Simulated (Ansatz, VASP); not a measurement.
**As in VASP and in Ansatz**

INCAR

```
SYSTEM = As
PREC = Accurate
ENCUT = 520
EDIFF = 1E-6
ISMEAR = -1
SIGMA = 0.1
LREAL = .FALSE.
LASPH = .TRUE.
NELM = 100
ALGO = Normal
ISIF = 2
LWAVE = .FALSE.
LCHARG = .FALSE.
GGA = B5
ALDAX = 1.0
AGGAX = 1.0
AGGAC = 1.0
ALDAC = 0.0
NBANDS = 8
```

File KPOINTS:

```
regular mesh
0
G
  13 13 13
  0 0 0
```

POSCAR

```
As
1.0
    2.8505140266      0.0000000000      0.0000000000
    0.0000000000      2.8505140266      0.0000000000
    0.0000000000      0.0000000000      2.8505140266
As
1
Direct
    0.0000000000      0.0000000000      0.0000000000
```

Input for Ansatz:

```yaml
crystal:
  lattice:
    - [2.8505140266, 0.0, 0.0]
    - [0.0, 2.8505140266, 0.0]
    - [0.0, 0.0, 2.8505140266]
  atoms:
    - { symbol: As, position: [0.0, 0.0, 0.0] }
hamiltonian:
  xc: blyp
  pseudopotentials:
    kind: paw
    azcp:
      As: "pseudopotentials/As.paw.azcp"
basis:
  ecutwfc: 420
  fft_grid_basis: typed
kpoints:
  mp_grid: { grid: [13, 13, 13], shift: [0, 0, 0] }
magnetization:
  spin_polarized: false
scf:
  occupations: { method: fermi_dirac, width: 0.1 }
  lower_state_search: "off"
output:
  stress: true
```

Alike in both runs: task single point; functional BLYP; k mesh 13 × 13 × 13; occupations fermi-dirac, width 0.1 eV; no spin polarisation.

```csv
,VASP,Ansatz
version,VASP 6.6.1,Ansatz 0.2.0
potentials or method,"VASP PAW PBE potentials, release 64 (As), cutoff 520 eV","plane waves (420 eV) with PAW, scalar-relativistic"
valence electrons in the cell,5,15
```

```tsv
	VASP	Ansatz	Ansatz less VASP
pressure (GPa)	-2.4	-2.6	-0.20
```

VASP's potentials were made for PBE, not for BLYP. The functional is the same, so the differences come from potentials, cutoffs and numerics. VASP's potentials hold 5 valence electrons a cell and Ansatz's 15, so a difference there can come from the potentials and not from the codes.
